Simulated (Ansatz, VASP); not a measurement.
**Al8H: VASP beside Ansatz**

```xyz
18
Lattice="5.7135 0.0000 0.0000 0.0000 8.0801 0.0000 0.0000 0.0000 22.2433" Properties=species:S:1:pos:R:3 pbc="T T T"
Al    1.4284    2.0200    4.0000
Al    1.4284    6.0601    4.0000
Al    4.2851    2.0200    4.0000
Al    4.2851    6.0601    4.0000
Al    0.0000    0.0000    5.4284
Al    0.0000    4.0401    5.4284
Al    2.8568    0.0000    5.4284
Al    2.8568    4.0401    5.4284
Al    1.4284    2.0200    6.9012
Al    1.4284    6.0601    6.9012
Al    4.2851    2.0200    6.9012
Al    4.2851    6.0601    6.9012
Al    0.0000    0.0000    8.2433
Al    0.0000    4.0401    8.2433
Al    2.8568    0.0000    8.2433
Al    2.8568    4.0401    8.2433
H     4.2851   -0.9245    8.6933
H     4.2851    0.9245    8.6933
```

Alike in both runs: task single point; functional PBE; k mesh 5 × 4 × 1; occupations gaussian, width 0.1 eV; no spin polarisation.

```csv
,VASP,Ansatz
version,VASP 6.6.1,Ansatz 0.2.0
potentials or method,"VASP PAW PBE potentials, release 64 (Al, H), cutoff 520 eV","scalar-relativistic, plane waves, PAW"
valence electrons in the cell,50,50
```

|  | VASP | Ansatz | Ansatz less VASP |
| --- | --- | --- | --- |
| gap on the k mesh at the Fermi level (eV) | none | none | - |
| rms of the force components (eV/Å) | 0.312 | 0.312 | +0.0002 |

Atom by atom the forces differ by 0.002 eV/Å (rms over components). A gap of «none» marks a metal or a gap that the smearing closes. With one functional, cell and mesh, what is left measures potentials, basis and numerics.
